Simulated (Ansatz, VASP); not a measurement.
# MgO in VASP and in Ansatz

```
Mg O
1.0
     0.00000    2.12298    2.12298
     2.12298    0.00000    2.12298
     2.12298    2.12298    0.00000
Mg O
1 1
Cartesian
  0.0000 0.0000 0.0000
  2.1230 2.1230 2.1230
```

Alike in both runs: task single point; functional r2SCAN; k mesh 8 × 8 × 8; no spin polarisation.

```csv
,VASP,Ansatz
version,VASP 6.6.1,Ansatz 0.2.0
potentials or method,"VASP PAW PBE potentials, release 64 (Mg, O)","plane waves, PAW"
plane-wave cutoff (eV),660,500
occupations,"gaussian, width 0.01 eV",fixed
valence electrons in the cell,8,16
```

|  | VASP | Ansatz | Ansatz less VASP |
| --- | --- | --- | --- |
| gap on the k mesh at the Fermi level (eV) | 5.37 | 5.39 | +0.020 |
| pressure (GPa) | -6.0 | -4.6 | +1.42 |

VASP's potentials were made for PBE, not for r2SCAN. VASP's potentials hold 8 valence electrons a cell and Ansatz's 16, so a difference there can come from the potentials and not from the codes.
